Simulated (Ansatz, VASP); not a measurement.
Two plane-wave programs on Ta2N

```xyz
9
Lattice="5.3005 0.0000 0.0000 -2.6502 4.5904 0.0000 0.0000 0.0000 4.7524" Properties=species:S:1:pos:R:3 pbc="T T T"
Ta    1.8309    3.1712    3.5767
Ta   -0.8194    1.4192    3.5767
Ta    1.6387    0.0000    3.5767
Ta    0.8194    1.4192    1.1757
Ta   -1.8309    3.1712    1.1757
Ta    3.6618    0.0000    1.1757
N     2.6502    1.5301    2.3762
N     0.0000    3.0602    2.3762
N     0.0000    0.0000    0.0000
```

Alike in both runs: task single point; functional LDA; k mesh 9 × 9 × 8; occupations gaussian, width 0.15 eV; no spin polarisation.

```csv
,VASP,Ansatz
version,VASP 6.6.1,Ansatz 0.2.0
potentials or method,"VASP PAW LDA potentials, release 64 (Ta_pv, N), cutoff 520 eV","scalar-relativistic, plane waves, PAW"
valence electrons in the cell,81,93
```

|  | VASP | Ansatz | Ansatz less VASP |
| --- | --- | --- | --- |
| gap on the k mesh at the Fermi level (eV) | none | none | - |
| pressure (GPa) | 8.3 | 6.7 | -1.67 |
| traceless stress, the component that is largest in VASP (GPa) | 6.51 | 6.50 | -0.010 |
| rms of the force components (eV/Å) | 1.928 | 1.908 | -0.0204 |

Ansatz warns that its potentials were made for another functional, while VASP's fit it. LDA's correlation is that of Perdew and Zunger in VASP and of Perdew and Wang (1992) in Ansatz. Atom by atom the forces differ by 0.021 eV/Å (rms over components). A gap of «none» marks a metal or a gap that the smearing closes. VASP's potentials hold 81 valence electrons a cell and Ansatz's 93, so a difference there can come from the potentials and not from the codes.

Neither program's run includes spin-orbit coupling.
